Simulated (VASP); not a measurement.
# HfB (F-43m) in VASP: notebook

Runs on HfB. Level: LDA. Tasks: single point, relaxation of cell and atoms.

Everything below comes from runs of VASP 6.6.1. Logs are shortened: lines on timing, memory, paths and dates and some standing lists are left out, and cuts for length are marked.

### 1 The cell of the first run

It takes space group F-43m (No. 216, cubic). Conventional cell: a = 5.138 Å, b = 5.138 Å, c = 5.138 Å, α = 90.00°, β = 90.00°, γ = 90.00°. Within 2.9 Å of Hf (site symmetry -43m) lie 4 B at 2.22 Å. B (site symmetry -43m) has 4 Hf at 2.22 Å within 2.9 Å.

### 2 Single point, LDA

File INCAR:

```
  ALGO = Normal
  EDIFF = 1E-6
  ENCUT = 500
  GGA_COMPAT = F
  ISIF = 2
  ISMEAR = 1
  LASPH = T
  LCHARG = F
  LREAL = F
  LWAVE = F
  NBANDS = 14
  NELM = 120
  PREC = Accurate
  SIGMA = 0.1
```

File KPOINTS:

```
k-points
0
Gamma
  7 7 7
```

File POSCAR:

```
HfB
1.0
    0.0000000000      2.5688269863      2.5688269863
    2.5688269863      0.0000000000      2.5688269863
    2.5688269863      2.5688269863      0.0000000000
Hf B
1 1
Direct
    0.0000000000      0.0000000000      0.0000000000
    0.2500000000      0.2500000000      0.2500000000
```

Potentials or basis: VASP PAW LDA potentials, release 64 (Hf_pv, B).

Run with:

```sh
> cat potpaw_LDA.64/Hf_pv/POTCAR potpaw_LDA.64/B/POTCAR > POTCAR
> mpirun -np 1 vasp_std > vasp.out
```

OUTCAR:

```text
EDIFF = 1E-6
   ENCUT = 500
   ISIF = 2
   ISMEAR = 1
   LASPH = T
   LREAL = F
   NELM = 120
   PREC = Accurate

 ion  position               nearest neighbor table
   1  0.000  0.000  0.000-   2 2.22   2 2.22   2 2.22   2 2.22
   2  0.250  0.250  0.250-   1 2.22   1 2.22   1 2.22   1 2.22

  LATTYP: Found a face centered cubic cell.
 ALAT       =     5.1376539726

  Lattice vectors:

 A1 = (   0.0000000000,   2.5688269863,   2.5688269863)
 A2 = (   2.5688269863,   0.0000000000,   2.5688269863)
 A3 = (   2.5688269863,   2.5688269863,   0.0000000000)

Analysis of symmetry for initial positions (statically):
=====================================================================
 Subroutine PRICEL returns:
 Original cell was already a primitive cell.

 Routine SETGRP: Setting up the symmetry group for a
 face centered cubic supercell.

 Subroutine GETGRP returns: Found 24 space group operations
 (whereof 24 operations were pure point group operations)
 out of a pool of 48 trial point group operations.

The static configuration has the point symmetry T_d .

Analysis of symmetry for dynamics (positions and initial velocities):
=====================================================================
 Subroutine PRICEL returns:
 Original cell was already a primitive cell.

 Routine SETGRP: Setting up the symmetry group for a
 face centered cubic supercell.

 Subroutine GETGRP returns: Found 24 space group operations
 (whereof 24 operations were pure point group operations)
 out of a pool of 48 trial point group operations.

The dynamic configuration has the point symmetry T_d .

 Subroutine INISYM returns: Found 24 space group operations
 (whereof 24 operations are pure point group operations),
 and found     1 'primitive' translations

----------------------------------------------------------------------------------------

                                     Primitive cell

  volume of cell :      33.9027

  direct lattice vectors                    reciprocal lattice vectors
     0.000000000  2.568826986  2.568826986    -0.194641368  0.194641368  0.194641368
     2.568826986  0.000000000  2.568826986     0.194641368 -0.194641368  0.194641368
     2.568826986  2.568826986  0.000000000     0.194641368  0.194641368 -0.194641368

  length of vectors
     3.632869963  3.632869963  3.632869963     0.337128739  0.337128739  0.337128739

  position of ions in fractional coordinates (direct lattice)
     0.000000000  0.000000000  0.000000000
     0.250000000  0.250000000  0.250000000

  ion indices of the primitive-cell ions
   primitive index   ion index
                 1           1
                 2           2

----------------------------------------------------------------------------------------

 KPOINTS: k-points

Automatic generation of k-mesh.
 Grid dimensions read from file:
 generate k-points for:    7    7    7

 Generating k-lattice:

  Cartesian coordinates                     Fractional coordinates (reciprocal lattice)
    -0.027805910  0.027805910  0.027805910     0.142857143  0.000000000  0.000000000
     0.027805910 -0.027805910  0.027805910     0.000000000  0.142857143  0.000000000
     0.027805910  0.027805910 -0.027805910     0.000000000  0.000000000  0.142857143

  Length of vectors
     0.048161248  0.048161248  0.048161248

  Shift w.r.t. Gamma in fractional coordinates (k-lattice)
     0.000000000  0.000000000  0.000000000

 Subroutine IBZKPT returns following result:
 ===========================================

 Found     20 irreducible k-points:

 Following reciprocal coordinates:
            Coordinates               Weight
  0.000000  0.000000  0.000000      1.000000
  0.142857  0.000000  0.000000      8.000000
  0.285714  0.000000  0.000000      8.000000
  0.428571  0.000000  0.000000      8.000000
  0.142857  0.142857  0.000000      6.000000
  0.285714  0.142857  0.000000     24.000000
[... 12 lines left out ...]
 -0.428571  0.428571  0.142857     24.000000
 -0.285714  0.428571  0.142857     24.000000
   k-points           NKPTS =     20   k-points in BZ     NKDIM =     20   number of bands    NBANDS=     14
   number of dos      NEDOS =    301   number of ions     NIONS =      2
   total plane-waves  NPLWV =  21952
   dimension x,y,z NGX =    28 NGY =   28 NGZ =   28
   dimension x,y,z NGXF=    56 NGYF=   56 NGZF=   56
   ions per type =               1   1
   NGX,Y,Z   is equivalent  to a cutoff of  12.81, 12.81, 12.81 a.u.
   NGXF,Y,Z  is equivalent  to a cutoff of  25.63, 25.63, 25.63 a.u.
 SYSTEM =  unknown system
   PREC   = accura    normal or accurate (medium, high low for compatibility)
   ISTART =      0    job   : 0-new  1-cont  2-samecut
   ICHARG =      2    charge: 1-file 2-atom 10-const
   ISPIN  =      1    spin polarized calculation?
   LNONCOLLINEAR =      F non collinear calculations
   LSORBIT =      F    spin-orbit coupling
   LASPH  =      T    aspherical Exc in radial PAW
   ENCUT  =  500.0 eV  36.75 Ry    6.06 a.u.   6.62  6.62  6.62*2*pi/ulx,y,z
   NELM   =    120;   NELMIN=  2; NELMDL= -5     # of ELM steps
   EDIFF  = 0.1E-05   stopping-criterion for ELM
   LREAL  =      F    real-space projection
[... 7 lines left out ...]
   TEBEG  =    0.0;   TEEND  =   0.0 temperature during run
   PSTRESS=    0.0 pullay stress
   NELECT =      13.0000    total number of electrons
   NUPDOWN=      -1.0000    fix difference up-down
   EMIN   =  10.00;   EMAX   =-10.00  energy-range for DOS
   EFERMI =   0.00;   METHOD = LEGACY
   ISMEAR =     1;   SIGMA  =   0.10  broadening in eV -4-tet -1-fermi 0-gaus
   EFERMI_NEDOS =   21; number of points for ismear=-14 and -15
   IALGO  =     38    algorithm
   IMIX   =      4    mixing-type and parameters
     AMIX     =   0.40;   BMIX     =  1.00
     AMIX_MAG =   1.60;   BMIX_MAG =  1.00
  volume/ion in A,a.u.               =      16.95       114.39
  Fermi-wavevector in a.u.,A,eV,Ry     =   1.189354  2.247553 19.246293  1.414563
  Thomas-Fermi vector in A             =   2.325463
   LORBIT       =      0    0 simple, 1 ext, 2 COOP (PROOUT), +10 PAW based schemes
   GGA     = CA    functional components
   LHFCALC =     F    Hartree Fock is set to
   AEXX    =    0.0000 exact exchange contribution
   IVDW    =     0    specifies the selected vdW correction
   LEPSILON=     F    determine dielectric tensor
   LRPA    =     F    only Hartree local field effects (RPA)
 non-spin polarized calculation
 Methfessel and Paxton  Order N= 1 SIGMA  =   0.10
  energy-cutoff  :      500.00
  volume of cell :       33.90
 maximum number of plane-waves:       881
   NGX = 13   NGY = 13   NGZ = 13

 number of electron      13.0000001 magnetization

 Free energy of the ion-electron system (eV)
  ---------------------------------------------------
  ext. energy  EPLUGINS =         0.00000000
  ---------------------------------------------------
  free energy    TOTEN  =       -16.91264457 eV

  energy without entropy =      -16.91194551  energy(sigma->0) =      -16.91241155

 E-fermi :   3.0702     XC(G=0): -10.7805

 val. band max:        2.8830252448   @ k =  -0.2857   0.2857   0.0000
 cond. band min:       3.1082130015   @ k =  -0.4286   0.2857   0.1429
 fundamental gap:      0.2251877567
 Fermi energy:         3.0701555913

 k-point     1 :       0.0000    0.0000    0.0000
  band No.  band energies     occupation
      1     -26.4151      2.00000
      2     -26.4151      2.00000
      3     -26.4151      2.00000
      4      -5.1944      2.00000
      5       1.6704      2.00000
      6       1.6704      2.00000
      7       1.6704      2.00000
      8       6.3741      0.00000
      9       6.3741      0.00000
     10       9.2554      0.00000
     11      12.9061      0.00000
     12      12.9061      0.00000
     13      12.9061      0.00000
     14      15.9196      0.00000

 k-point     2 :       0.1429    0.0000    0.0000
  band No.  band energies     occupation
      1     -26.4636      2.00000
      2     -26.4225      2.00000
      3     -26.4225      2.00000
      4      -4.8103      2.00000
      5       1.3644      2.00000
      6       1.8380      2.00000
      7       1.8380      2.00000
      8       6.1762      0.00000
      9       6.1762      0.00000
     10       9.8600      0.00000
     11      12.4081      0.00000
     12      13.3381      0.00000
     13      13.3381      0.00000
     14      14.7792      0.00000

 k-point     3 :       0.2857    0.0000    0.0000
  band No.  band energies     occupation
      1     -26.5708      2.00000
      2     -26.4390      2.00000
      3     -26.4390      2.00000
      4      -3.8544      2.00000
      5       0.8919      2.00000
      6       2.1220      2.00000
      7       2.1220      2.00000
      8       6.2210      0.00000
      9       6.2210      0.00000
     10       9.4226      0.00000
     11      11.8816      0.00000
     12      12.6688      0.00000
     13      12.6688      0.00000
     14      13.4135      0.00000

 k-point     4 :       0.4286    0.0000    0.0000
  band No.  band energies     occupation
      1     -26.6548      2.00000
      2     -26.4521      2.00000
      3     -26.4521      2.00000
      4      -2.9858      2.00000
      5       0.7923      2.00000
      6       2.2149      2.00000
      7       2.2149      2.00000
      8       7.0029      0.00000
      9       7.0029      0.00000
     10       7.5739      0.00000
     11      10.8426      0.00000
     12      10.8658      0.00000
     13      10.8658      0.00000
     14      15.6854      0.00000

 k-point     5 :       0.1429    0.1429    0.0000
  band No.  band energies     occupation
      1     -26.4621      2.00000
      2     -26.4337      2.00000
      3     -26.4337      2.00000
      4      -4.6796      2.00000
      5       1.1775      2.00000
      6       1.9686      2.00000
      7       1.9686      2.00000
      8       5.5133      0.00000
      9       6.6202      0.00000
     10      10.1828      0.00000
     11      12.8688      0.00000
[... 208 lines left out ...]
 k-point    18 :      -0.4286    0.2857    0.1429
  band No.  band energies     occupation
      1     -26.6214      2.00000
      2     -26.5292      2.00000
      3     -26.4789      2.00000
      4      -2.3026      2.00000
      5       0.8269      2.00000
      6       1.6719      2.00000
      7       3.1082      0.40467
      8       5.1103      0.00000
      9       6.7084      0.00000
     10       7.8350      0.00000
     11      10.2992      0.00000
     12      11.4967      0.00000
     13      13.4787      0.00000
     14      15.7819      0.00000

 k-point    19 :      -0.4286    0.4286    0.1429
  band No.  band energies     occupation
      1     -26.6244      2.00000
      2     -26.5340      2.00000
      3     -26.5065      2.00000
      4      -1.9528      2.00000
      5       0.1433      2.00000
      6       2.5228      2.00000
      7       3.9114     -0.00000
      8       4.1196     -0.00000
      9       6.8740      0.00000
     10       7.8979      0.00000
     11       9.3310      0.00000
     12      10.7077      0.00000
     13      15.7743      0.00000
     14      15.8288      0.00000

 k-point    20 :      -0.2857    0.4286    0.1429
  band No.  band energies     occupation
      1     -26.5992      2.00000
      2     -26.5730      2.00000
      3     -26.5025      2.00000
      4      -1.8499      2.00000
      5       0.7541      2.00000
      6       1.8660      2.00000
      7       3.6476     -0.00000
      8       4.0395     -0.00000
      9       6.7775      0.00000
     10       7.8155      0.00000
     11       9.7087      0.00000
     12      11.0995      0.00000
     13      15.5232      0.00000
     14      15.8377      0.00000

------------------------ aborting loop because EDIFF is reached ----------------------------------------

  FORCE on cell =-STRESS in cart. coord.  units (eV):
  Direction    XX          YY          ZZ          XY          YZ          ZX
  --------------------------------------------------------------------------------------
  -------------------------------------------------------------------------------------
  Total        0.0932681      0.0932681      0.0932681     -0.0000000     -0.0000000     -0.0000000
  in kB        4.4076727      4.4076727      4.4076727     -0.0000000     -0.0000000     -0.0000000
  external PRESSURE =       4.4076727 kB  Pullay stress =       0.0000000 kB

 VOLUME and BASIS-vectors are now :
 -----------------------------------------------------------------------------
  energy-cutoff  :      500.00
  volume of cell :       33.90
      direct lattice vectors                 reciprocal lattice vectors
     0.000000000  2.568826986  2.568826986    -0.194641368  0.194641368  0.194641368
     2.568826986  0.000000000  2.568826986     0.194641368 -0.194641368  0.194641368
     2.568826986  2.568826986  0.000000000     0.194641368  0.194641368 -0.194641368

 POSITION                                       TOTAL-FORCE (eV/Angst)
 -----------------------------------------------------------------------------------
      0.00000      0.00000      0.00000        -0.000000     -0.000000     -0.000000
      1.28441      1.28441      1.28441         0.000000      0.000000      0.000000
 -----------------------------------------------------------------------------------
    total drift:                               -0.000000     -0.000000      0.000000

  FREE ENERGIE OF THE ION-ELECTRON SYSTEM (eV)
  ---------------------------------------------------
  free  energy   TOTEN  =       -16.9126445681 eV

  energy  without entropy=      -16.9119455076  energy(sigma->0) =      -16.91241155
```

It took 9.4 s on 1 thread of Intel Xeon 8259CL, shared host; peak memory 0.14 GiB.

What came out:

* Free energy: -16.9126 eV
* Pressure: 0.4 GPa
* Band gap on the k mesh: zero (an odd number of electrons rules out a gap without spin polarisation)

Caveat: spin-orbit coupling is left out, which moves the levels of the heavy elements; an odd number of electrons without spin polarisation forces a metal; a magnetic or distorted state may lie lower.

### 3 Relaxation of cell and atoms, LDA

File INCAR:

```
SYSTEM = HfB
PREC = Accurate
ENCUT = 500
EDIFF = 1E-7
ISMEAR = 1
SIGMA = 0.1
LREAL = .FALSE.
LASPH = .TRUE.
NELM = 120
ALGO = Normal
ISIF = 3
LWAVE = .FALSE.
LCHARG = .FALSE.
IBRION = 2
NSW = 60
EDIFFG = -0.01
GGA_COMPAT = .FALSE.
NELMIN = 4
```

File KPOINTS:

```
Automatic mesh
0
G
  7 7 7
  0 0 0
```

POSCAR is that of step 2.

Potentials or basis: VASP PAW LDA potentials, release 64 (Hf_pv, B).

Run with:

```sh
> cat potpaw_LDA.64/Hf_pv/POTCAR potpaw_LDA.64/B/POTCAR > POTCAR
> mpirun -np 1 vasp_std > vasp.out
```

Run time: 17 s. Hardware: 1 thread of Intel Xeon 8259CL, shared host; peak memory 0.15 GiB.

Results (log left out):

```yaml
Free_energy: -16.9128 eV
Relaxed_volume: 17.01 Å³/atom
Relaxed_cell: a = 3.637 Å, b = 3.637 Å, c = 3.637 Å, α = 60.00°, β = 60.00°, γ = 60.00°
Space_group_after_relaxing_to_0.1_Å: F-43m (No. 216)
Energy_gained_by_relaxing: 0.1 meV/atom
Ionic_steps: 3
Pressure_after_relaxing: 0.0 GPa
Band_gap_on_the_k_mesh: zero (an odd number of electrons rules out a gap without spin polarisation)
```

Step by step:
```tsv
step	energy change (eV)	largest force (eV/Å)	pressure (GPa)	volume (Å³)
1	0.0000	0.0000	0.44	33.90
2	-0.0001	0.0000	-0.36	34.13
3	-0.0002	0.0000	0.00	34.03
```

Final structure:
```cif
data_structure
_symmetry_space_group_name_H-M 'P 1'
_symmetry_Int_Tables_number 1
_cell_length_a 3.6374
_cell_length_b 3.6374
_cell_length_c 3.6374
_cell_angle_alpha 60.000
_cell_angle_beta 60.000
_cell_angle_gamma 60.000
_cell_volume 34.03
loop_
_atom_site_label
_atom_site_type_symbol
_atom_site_fract_x
_atom_site_fract_y
_atom_site_fract_z
_atom_site_occupancy
Hf1 Hf 0.00000 0.00000 0.00000 1
B1 B 0.25000 0.25000 0.25000 1
```

Levels at points of the mesh, in eV from the Fermi level:
| k point | band 4 | band 5 | band 6 | band 7 | band 8 | band 9 | band 10 |
| --- | --- | --- | --- | --- | --- | --- | --- |
| (0.00, 0.00, 0.00) | -8.25 | -1.39 | -1.39 | -1.39 | 3.29 | 3.29 | 6.16 |

Caveat: spin-orbit coupling is left out, which moves the levels of the heavy elements; an odd number of electrons without spin polarisation forces a metal; a magnetic or distorted state may lie lower.

The gap in the log of VASP goes by the Fermi energy; the results here count the filled bands.